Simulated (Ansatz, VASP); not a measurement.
V: VASP beside Ansatz

The input INCAR:

```
SYSTEM = V
ALGO = Normal
EDIFF = 1E-6
ENCUT = 520
GGA = RP
ISIF = 2
ISMEAR = -1
LASPH = .TRUE.
LCHARG = .FALSE.
LREAL = .FALSE.
LWAVE = .FALSE.
NBANDS = 12
NELM = 60
PREC = Accurate
SIGMA = 0.1
```

Contents of KPOINTS:

```
k-points
0
G
  14 14 14
  0 0 0
```

POSCAR

```
V
1.0
    2.5344423671      0.0000000000      0.0000000000
    0.0000000000      2.5344423671      0.0000000000
    0.0000000000      0.0000000000      2.5344423671
V
1
Direct
    0.0000000000      0.0000000000      0.0000000000
```

Input for Ansatz:

```yaml
crystal:
  lattice:
    - [2.5344423671, 0.0, 0.0]
    - [0.0, 2.5344423671, 0.0]
    - [0.0, 0.0, 2.5344423671]
  atoms:
    - { symbol: V, position: [0.0, 0.0, 0.0] }
hamiltonian:
  xc: rpbe
  pseudopotentials:
    kind: paw
    azcp:
      V: "pseudopotentials/V.paw.azcp"
basis:
  ecutwfc: 420
  fft_grid_basis: typed
kpoints:
  mp_grid: { grid: [14, 14, 14], shift: [0, 0, 0] }
magnetization:
  spin_polarized: false
scf:
  occupations: { method: fermi_dirac, width: 0.1 }
  lower_state_search: "off"
output:
  stress: true
```

Alike in both runs: task single point; functional RPBE; k mesh 14 × 14 × 14; occupations fermi-dirac, width 0.1 eV; no spin polarisation.

|  | VASP | Ansatz |
| --- | --- | --- |
| version | VASP 6.6.1 | Ansatz 0.2.0 |
| potentials or method | VASP PAW PBE potentials, release 64 (V_sv), cutoff 520 eV | plane waves (420 eV) with PAW, scalar-relativistic |
| valence electrons in the cell | 13 | 13 |

```tsv
	VASP	Ansatz	Ansatz less VASP
pressure (GPa)	-7.7	-7.9	-0.22
```

VASP's potentials were made for PBE, not for RPBE. With one functional, cell and mesh, what is left measures potentials, basis and numerics.
